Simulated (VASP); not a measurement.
## Be: single point with PBE

Crystal: Be.

```
Be
1.0
     2.26241    0.00000    0.00000
    -1.13120    1.95930    0.00000
     0.00000    0.00000    3.56603
Be
2
Direct
  0.33333 0.66667 0.25000
  0.66667 0.33333 0.75000
```

```
Program                : VASP 6.6.1
Task                   : single point
Functional             : PBE
Potentials or basis    : VASP PAW PBE potentials, release 64 (Be)
Cutoff                 : 520 eV
k mesh                 : 19 × 19 × 11
Occupations            : fermi-dirac, width 0.08 eV
Spin                   : no spin polarisation
Dipole correction      : no
Further INCAR settings : ALGO = Normal; EDIFF = 1e-06; NBANDS = 9
```

The pressure is 0.2 GPa. The band gap on the k mesh is zero (bands 2 and 3 overlap by 1.49 eV).

Levels at points of the mesh, in eV from the Fermi level:
```tsv
k point	band 1	band 2	band 3	band 4	band 5	band 6
(0.00, 0.00, 0.00)	-11.45	-4.55	1.00	15.92	15.92	18.76
```

Wall time 25 s on 1 thread of AMD EPYC 7R43 64-Core Processor (Zen 3), with other jobs on the host, peak memory 0.1 GiB.
